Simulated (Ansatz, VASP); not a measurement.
## Hg2O in VASP and in Ansatz

```
CELL_PARAMETERS angstrom
3.16433 0.00000 0.00000
0.00000 5.65441 0.00000
0.00000 0.00000 3.05417
ATOMIC_POSITIONS crystal
Hg 0.00000 0.73925 0.50000
Hg 0.00000 0.26075 0.50000
O 0.50000 0.00000 0.00000
```

Alike in both runs: functional PBE; k mesh 5 × 3 × 3; occupations gaussian, width 0.15 eV; no spin polarisation.

Ansatz relaxed the structure, and its values are those at the end. VASP's run is a single point on that final structure, the one shown.

|  | VASP | Ansatz |
| --- | --- | --- |
| version | VASP 6.6.1 | Ansatz 0.2.0 |
| potentials or method | VASP PAW PBE potentials, release 64 (Hg_sv_GW, O), cutoff 700 eV | scalar-relativistic, plane waves, PAW |
| valence electrons in the cell | 46 | 46 |

|  | VASP | Ansatz | Ansatz less VASP |
| --- | --- | --- | --- |
| gap on the k mesh at the Fermi level (eV) | none | none | - |
| pressure (GPa) | -0.3 | 0.0 | +0.24 |

A gap of «none» marks a metal or a gap that the smearing closes. The functional is the same, so the differences come from potentials, cutoffs and numerics.

The k mesh is coarse, so the values compare programs but aren't converged. Spin-orbit coupling is off throughout.
